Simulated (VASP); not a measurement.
# Zr3Ag (P4/mmm) in VASP: further runs

The runs below take Zr3Ag through electric field gradients, with LDA.

Everything below comes from runs of VASP 6.6.1. Logs are shortened: lines on timing, memory, paths and dates and some standing lists are left out, and cuts for length are marked.

### 1 The cell of the first run

It takes space group P4/mmm (No. 123, tetragonal). Conventional cell: a = 4.520 Å, b = 4.520 Å, c = 3.986 Å, α = 90.00°, β = 90.00°, γ = 90.00°. Zr (site symmetry 4/mmm) has 10 Zr at 3.01 to 3.99 Å and 4 Ag at 3.20 Å within 4.0 Å. Zr (site symmetry mmm) has 10 Zr at 3.01 to 3.99 Å and 4 Ag at 3.01 Å within 4.0 Å. Ag (site symmetry 4/mmm) has 12 Zr at 3.01 to 3.20 Å and 2 Ag at 3.99 Å within 4.0 Å.

### 2 Electric field gradients, LDA (equal xx and yy strain of -1 %)

Input file INCAR:

```
SYSTEM = Zr3Ag
ALGO = Normal
EDIFF = 1E-8
ENCUT = 520
ISIF = 2
ISMEAR = -1
LASPH = .TRUE.
LCHARG = .FALSE.
LEFG = .TRUE.
LREAL = .FALSE.
LWAVE = .FALSE.
NBANDS = 32
NELM = 60
PREC = Accurate
SIGMA = 0.05
```

Input file KPOINTS:

```
k-points
0
G
  7 7 8
  0 0 0
```

Input file POSCAR:

```
Zr3Ag
1.0
    4.5203400000      0.0000000000      0.0000000000
    0.0000000000      4.5203400000      0.0000000000
    0.0000000000      0.0000000000      3.9860000000
Zr Ag
3 1
Direct
    0.5000000000      0.5000000000      0.0000000000
    0.0000000000      0.5000000000      0.5000000000
    0.5000000000      0.0000000000      0.5000000000
    0.0000000000      0.0000000000      0.0000000000
```

Potentials or basis: VASP PAW LDA potentials, release 64 (Zr_sv, Ag).

Run with:

```console
> cat potpaw_LDA.64/Zr_sv/POTCAR potpaw_LDA.64/Ag/POTCAR > POTCAR
> mpirun -np 1 vasp_std > vasp.out
```

OUTCAR:

```text
SYSTEM = Zr3Ag
   EDIFF = 1E-8
   ENCUT = 520
   ISIF = 2
   ISMEAR = -1
   LASPH = .TRUE.
   LREAL = .FALSE.
   NELM = 60
   PREC = Accurate

 ion  position               nearest neighbor table
   1  0.500  0.500  0.000-   2 3.01   3 3.01   2 3.01   3 3.01   3 3.01   3 3.01   2 3.01   2 3.01
                             4 3.20   4 3.20   4 3.20   4 3.20
   2  0.000  0.500  0.500-   1 3.01   4 3.01   1 3.01   4 3.01   4 3.01   4 3.01   1 3.01   1 3.01
                             3 3.20   3 3.20   3 3.20   3 3.20
   3  0.500  0.000  0.500-   1 3.01   4 3.01   1 3.01   4 3.01   1 3.01   1 3.01   4 3.01   4 3.01
                             2 3.20   2 3.20   2 3.20   2 3.20
   4  0.000  0.000  0.000-   2 3.01   3 3.01   2 3.01   3 3.01   2 3.01   2 3.01   3 3.01   3 3.01
                             1 3.20   1 3.20   1 3.20   1 3.20

  LATTYP: Found a simple tetragonal cell.
 ALAT       =     4.5203400000
 C/A-ratio  =     0.8817920776

  Lattice vectors:

 A1 = (   4.5203400000,   0.0000000000,   0.0000000000)
 A2 = (   0.0000000000,   4.5203400000,   0.0000000000)
 A3 = (   0.0000000000,   0.0000000000,   3.9860000000)

Analysis of symmetry for initial positions (statically):
=====================================================================
 Subroutine PRICEL returns:
 Original cell was already a primitive cell.

 Routine SETGRP: Setting up the symmetry group for a
 simple tetragonal supercell.

 Subroutine GETGRP returns: Found 16 space group operations
 (whereof 16 operations were pure point group operations)
 out of a pool of 16 trial point group operations.

The static configuration has the point symmetry D_4h.

Analysis of symmetry for dynamics (positions and initial velocities):
=====================================================================
 Subroutine PRICEL returns:
 Original cell was already a primitive cell.

 Routine SETGRP: Setting up the symmetry group for a
 simple tetragonal supercell.

 Subroutine GETGRP returns: Found 16 space group operations
 (whereof 16 operations were pure point group operations)
 out of a pool of 16 trial point group operations.

The dynamic configuration has the point symmetry D_4h.

 Subroutine INISYM returns: Found 16 space group operations
 (whereof 16 operations are pure point group operations),
 and found     1 'primitive' translations

----------------------------------------------------------------------------------------

                                     Primitive cell

  volume of cell :      81.4478

  direct lattice vectors                    reciprocal lattice vectors
     4.520340000  0.000000000  0.000000000     0.221222297  0.000000000  0.000000000
     0.000000000  4.520340000  0.000000000     0.000000000  0.221222297  0.000000000
     0.000000000  0.000000000  3.986000000     0.000000000  0.000000000  0.250878073

  length of vectors
     4.520340000  4.520340000  3.986000000     0.221222297  0.221222297  0.250878073

  position of ions in fractional coordinates (direct lattice)
     0.500000000  0.500000000  0.000000000
     0.000000000  0.500000000  0.500000000
     0.500000000  0.000000000  0.500000000
     0.000000000  0.000000000  0.000000000

  ion indices of the primitive-cell ions
   primitive index   ion index
                 1           1
                 2           2
                 3           3
                 4           4

----------------------------------------------------------------------------------------

 KPOINTS: k-points

Automatic generation of k-mesh.
 Grid dimensions read from file:
 generate k-points for:    7    7    8

 Generating k-lattice:

[... 44 lines left out ...]
   number of dos      NEDOS =    301   number of ions     NIONS =      4
   total plane-waves  NPLWV =  38880
   dimension x,y,z NGX =    36 NGY =   36 NGZ =   30
   dimension x,y,z NGXF=    72 NGYF=   72 NGZF=   60
   ions per type =               3   1
   NGX,Y,Z   is equivalent  to a cutoff of  13.24, 13.24, 12.51 a.u.
   NGXF,Y,Z  is equivalent  to a cutoff of  26.48, 26.48, 25.02 a.u.
 SYSTEM =  Zr3Ag
   PREC   = accura    normal or accurate (medium, high low for compatibility)
   ISTART =      0    job   : 0-new  1-cont  2-samecut
   ICHARG =      2    charge: 1-file 2-atom 10-const
   ISPIN  =      1    spin polarized calculation?
   LNONCOLLINEAR =      F non collinear calculations
   LSORBIT =      F    spin-orbit coupling
   LASPH  =      T    aspherical Exc in radial PAW
   ENCUT  =  520.0 eV  38.22 Ry    6.18 a.u.   8.40  8.40  7.41*2*pi/ulx,y,z
   NELM   =     60;   NELMIN=  2; NELMDL= -5     # of ELM steps
   EDIFF  = 0.1E-07   stopping-criterion for ELM
   LREAL  =      F    real-space projection
   EDIFFG = 0.1E-06   stopping-criterion for IOM
   NSW    =      0    number of steps for IOM
   IBRION =     -1    ionic relax: 0-MD 1-quasi-New 2-CG
   NFREE  =      0    steps in history (QN), initial steepest desc. (CG)
   ISIF   =      2    stress and relaxation
   ISYM   =      2    0-nonsym 1-usesym 2-fastsym
   POTIM  = 0.5000    time-step for ionic-motion
   TEBEG  =    0.0;   TEEND  =   0.0 temperature during run
   PSTRESS=    0.0 pullay stress
   NELECT =      47.0000    total number of electrons
   NUPDOWN=      -1.0000    fix difference up-down
   EMIN   =  10.00;   EMAX   =-10.00  energy-range for DOS
   EFERMI =   0.00;   METHOD = LEGACY
   ISMEAR =    -1;   SIGMA  =   0.05  broadening in eV -4-tet -1-fermi 0-gaus
   EFERMI_NEDOS =   21; number of points for ismear=-14 and -15
   IALGO  =     38    algorithm
   IMIX   =      4    mixing-type and parameters
     AMIX     =   0.40;   BMIX     =  1.00
     AMIX_MAG =   1.60;   BMIX_MAG =  1.00
  volume/ion in A,a.u.               =      20.36       137.41
  Fermi-wavevector in a.u.,A,eV,Ry     =   1.362953  2.575608 25.274747  1.857641
  Thomas-Fermi vector in A             =   2.489398
   LORBIT       =      0    0 simple, 1 ext, 2 COOP (PROOUT), +10 PAW based schemes
   GGA     = CA    functional components
   LHFCALC =     F    Hartree Fock is set to
   AEXX    =    0.0000 exact exchange contribution
   IVDW    =     0    specifies the selected vdW correction
   LEPSILON=     F    determine dielectric tensor
   LRPA    =     F    only Hartree local field effects (RPA)
 non-spin polarized calculation
  energy-cutoff  :      520.00
  volume of cell :       81.45
 maximum number of plane-waves:      2216
 NGX is ok and might be reduce to    36
   NGX = 17   NGY = 17   NGZ = 15

 number of electron      46.9999996 magnetization

 Free energy of the ion-electron system (eV)
  ---------------------------------------------------
  ext. energy  EPLUGINS =         0.00000000
  ---------------------------------------------------
  free energy    TOTEN  =       -31.69376990 eV

  energy without entropy =      -31.65104976  energy(sigma->0) =      -31.67240983

 E-fermi :   9.2549     XC(G=0): -11.8599

 val. band max:        9.2433495226   @ k =   0.2857   0.1429   0.2500
 cond. band min:       9.2638033307   @ k =   0.2857   0.2857   0.1250
 fundamental gap:      0.0204538081
 Fermi energy:         9.2549164447

 k-point     1 :       0.0000    0.0000    0.0000
  band No.  band energies     occupation
      1     -38.9958      2.00000
      2     -38.8378      2.00000
      3     -38.6065      2.00000
      4     -17.5983      2.00000
      5     -17.5983      2.00000
      6     -17.4843      2.00000
[... 829 lines left out ...]
     31      13.1422      0.00000
     32      13.6072      0.00000

 [... further k-points ...]

------------------------ aborting loop because EDIFF is reached ----------------------------------------

  FORCE on cell =-STRESS in cart. coord.  units (eV):
  Direction    XX          YY          ZZ          XY          YZ          ZX
  --------------------------------------------------------------------------------------
  -------------------------------------------------------------------------------------
  Total       -1.8921032     -1.8921032     -0.5256627      0.0000000      0.0000000      0.0000000
  in kB      -37.2199597    -37.2199597    -10.3404224      0.0000000      0.0000000      0.0000000
  external PRESSURE =     -28.2601140 kB  Pullay stress =       0.0000000 kB

 VOLUME and BASIS-vectors are now :
 -----------------------------------------------------------------------------
  energy-cutoff  :      520.00
  volume of cell :       81.45
      direct lattice vectors                 reciprocal lattice vectors
     4.520340000  0.000000000  0.000000000     0.221222297  0.000000000  0.000000000
     0.000000000  4.520340000  0.000000000     0.000000000  0.221222297  0.000000000
     0.000000000  0.000000000  3.986000000     0.000000000  0.000000000  0.250878073

 POSITION                                       TOTAL-FORCE (eV/Angst)
 -----------------------------------------------------------------------------------
      2.26017      2.26017      0.00000         0.000000      0.000000      0.000000
      0.00000      2.26017      1.99300         0.000000      0.000000      0.000000
      2.26017      0.00000      1.99300         0.000000      0.000000      0.000000
      0.00000      0.00000      0.00000         0.000000      0.000000      0.000000
 -----------------------------------------------------------------------------------
    total drift:                                0.000000      0.000000      0.000000

  FREE ENERGIE OF THE ION-ELECTRON SYSTEM (eV)
  ---------------------------------------------------
  free  energy   TOTEN  =       -31.6937698966 eV

  energy  without entropy=      -31.6510497587  energy(sigma->0) =      -31.67240983

 Electric field gradients (V/A^2)
---------------------------------------------------------------------
 ion       V_xx      V_yy      V_zz      V_xy      V_xz      V_yz
---------------------------------------------------------------------
   1       2.533     2.533    -5.066    -0.000    -0.000     0.000
   2      45.433   -20.570   -24.863     0.000    -0.000    -0.000
   3     -20.570    45.433   -24.863     0.000    -0.000    -0.000
   4      -1.761    -1.761     3.523     0.000     0.000    -0.000
---------------------------------------------------------------------

 Electric field gradients after diagonalization (V/A^2)
 (convention: |V_zz| > |V_xx| > |V_yy|)
----------------------------------------------------------------------
 ion       V_xx      V_yy      V_zz     asymmetry (V_yy - V_xx)/ V_zz
----------------------------------------------------------------------
   1       2.533     2.533    -5.066       0.000
   2     -24.863   -20.570    45.433       0.094
   3     -24.863   -20.570    45.433       0.094
   4      -1.761    -1.761     3.523       0.000
----------------------------------------------------------------------

           NMR quadrupolar parameters

 Cq : quadrupolar parameter    Cq=e*Q*V_zz/h
 eta: asymmetry parameters     (V_yy - V_xx)/ V_zz
 Q  : nuclear electric quadrupole moment in mb (millibarn)
----------------------------------------------------------------------
 ion       Cq(MHz)       eta       Q (mb)
----------------------------------------------------------------------
   1      -0.012       0.000       1.000
   2       0.110       0.094       1.000
   3       0.110       0.094       1.000
   4       0.009       0.000       1.000
----------------------------------------------------------------------
```

It took 85 s on 1 thread of AMD EPYC 9R14 (Zen 4), shared host; peak memory 0.21 GiB.

Results:

- Free energy: -31.6938 eV
- Pressure: -2.8 GPa

Levels at points of the mesh, in eV from the Fermi level:
| k point | band 20 | band 21 | band 22 | band 23 | band 24 | band 25 | band 26 | band 27 | band 28 | band 29 |
| --- | --- | --- | --- | --- | --- | --- | --- | --- | --- | --- |
| (0.00, 0.00, 0.00) | -0.93 | -0.92 | -0.92 | -0.81 | -0.18 | 2.29 | 2.29 | 3.33 | 3.33 | 3.55 |
| (0.00, 0.00, 0.50) | -1.73 | -0.91 | -0.91 | -0.90 | 0.90 | 0.95 | 0.95 | 2.31 | 2.32 | 2.32 |

Electric field gradients, principal values (V/Å²):
| atom | least | middle | greatest (by size) |
| --- | --- | --- | --- |
| 1 Zr | 2.533 | 2.533 | -5.066 |
| 2 Zr | -20.570 | -24.863 | 45.433 |
| 3 Zr | -20.570 | -24.863 | 45.433 |
| 4 Ag | -1.761 | -1.761 | 3.523 |

Caveat: the cell differs from its parent crystal (equal xx and yy strain of -1 %); without QUAD_EFG the Cq values of the log hold for a quadrupole moment of 1 mb, not for the nuclei.

[end of part 1 of 2]
